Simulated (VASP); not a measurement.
A run of VASP 6.6.1:

Contents of INCAR:

```
SYSTEM = ScPd
ALGO = Normal
EDIFF = 1E-7
ENCUT = 520
GGA = PS
ISIF = 2
ISMEAR = -1
LASPH = .True.
LCHARG = .False.
LREAL = .False.
LWAVE = .False.
NBANDS = 18
NELM = 80
PREC = Accurate
SIGMA = 0.05
```

The input KPOINTS:

```
k-points
0
Gamma
  11 11 11
  0 0 0
```

File POSCAR:

```
ScPd
1.0
    3.2830000000      0.0000000000      0.0000000000
    0.0000000000      3.2830000000      0.0000000000
    0.0000000000      0.0000000000      3.2830000000
Sc Pd
1 1
Direct
    0.5000000000      0.5000000000      0.5000000000
    0.0000000000      0.0000000000      0.0000000000
```

Potentials or basis: VASP PAW PBE potentials, release 64 (Sc_sv, Pd).

Command:

```sh
$ cat potpaw_PBE.64/Sc_sv/POTCAR potpaw_PBE.64/Pd/POTCAR > POTCAR
$ mpirun -np 1 vasp_std > vasp.out
```

Hardware: 1 thread of Intel Xeon 8259CL (shared host).

Question: How long does it take, and how much memory?

Answer: It took 23 s on 1 thread of Intel Xeon 8259CL (shared host), peak memory 0.16 GiB. Counts: scf iterations 13, k points 56.
